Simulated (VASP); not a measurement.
A run of VASP 6.6.1:

INCAR

```
ALGO = Normal
EDIFF = 1E-7
EDIFFG = -0.005
ENCUT = 600
GGA = PE
IBRION = 2
ISIF = 3
ISMEAR = 0
LASPH = True
LCHARG = False
LREAL = False
LWAVE = False
NELM = 80
NSW = 100
PREC = Accurate
SIGMA = 0.02
```

The input KPOINTS:

```
k-points
0
Gamma
  12 12 2
```

File POSCAR:

```
MoS2
1.0
    3.1850687473      0.0000000029      0.0000000000
   -1.5925343762      2.7583504466      0.0000000000
    0.0000000000      0.0000000000     14.8079792965
Mo S
2 4
Direct
    0.6666666667      0.3333333333      0.2500000000
    0.3333333333      0.6666666667      0.7500000000
    0.6666666667      0.3333333333      0.6444802368
    0.3333333333      0.6666666667      0.3555197632
    0.6666666667      0.3333333333      0.8555197632
    0.3333333333      0.6666666667      0.1444802368
```

Potentials or basis: VASP PAW PBE potentials, release 64 (Mo_sv, S).

Run with:

```bash
$ cat potpaw_PBE.64/Mo_sv/POTCAR potpaw_PBE.64/S/POTCAR > POTCAR
$ mpirun -np 1 vasp_std > vasp.out
```

Hardware: 1 thread of AMD EPYC 7R13, with other jobs on the host.

Q: How long does it take, and how much memory?

A: Wall time 16 min on 1 thread of AMD EPYC 7R13, with other jobs on the host, peak memory 0.37 GiB. Counts: scf iterations 38, k points 38, ion steps 4.
